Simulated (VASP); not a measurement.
Input of a VASP 6.6.1 run:

Contents of INCAR:

```
PREC = Accurate
ENCUT = 500
EDIFF = 1E-6
ISMEAR = 0
SIGMA = 0.2
LREAL = F
LASPH = T
NELM = 200
ALGO = Normal
ISIF = 2
LWAVE = F
LCHARG = F
GGA = PE
NBANDS = 45
GGA_COMPAT = F
LMAXMIX = 6
```

KPOINTS

```
regular mesh
0
Gamma
  3 3 4
```

POSCAR

```
NdZrS2
1.0
    6.8952810162      0.0000000000      0.0000000000
    0.0000000000      6.8952810162      0.0000000000
    0.0000000000      0.0000000000      3.4707535416
Nd Zr S
2 2 4
Direct
    0.0000000000      0.0000000000      0.0000000000
    0.5000000000      0.5000000000      0.0000000000
    0.0000000000      0.5000000000      0.1865236074
    0.5000000000      0.0000000000      0.8134763926
    0.2840226554      0.2159773446      0.3623995313
    0.2159773446      0.7159773446      0.6376004687
    0.7159773446      0.7840226554      0.3623995313
    0.7840226554      0.2840226554      0.6376004687
```

Potentials or basis: VASP PAW PBE potentials, release 64 (Nd_3, Zr_sv, S), 4f in core.

Run with:

```sh
$ cat potpaw_PBE.64/Nd_3/POTCAR potpaw_PBE.64/Zr_sv/POTCAR potpaw_PBE.64/S/POTCAR > POTCAR
$ mpirun -np 1 vasp_std > vasp.out
```

What does it give for the largest force?

0.045 eV/Å.

What does it give for the band gap on the k mesh?

Zero (bands 35 and 36 overlap by 0.94 eV).

Predict the pressure.

0.1 GPa.

Stress tensor (GPa, compression positive):
```
 0.16  0.00  0.00
 0.00  0.16  0.00
 0.00  0.00 -0.10
```

Caveat: the k points lie up to 0.45 Å⁻¹ apart, too coarse for converged energies and pressures of a metal; spin-orbit coupling is left out, which moves the levels of the heavy elements; the 4f electrons are frozen in the core, so they carry no moment and show no levels; the run has no spin polarisation, though such a crystal can be magnetic. Spin polarisation is off, so any magnetic state and its effect on volume and gap are missing.
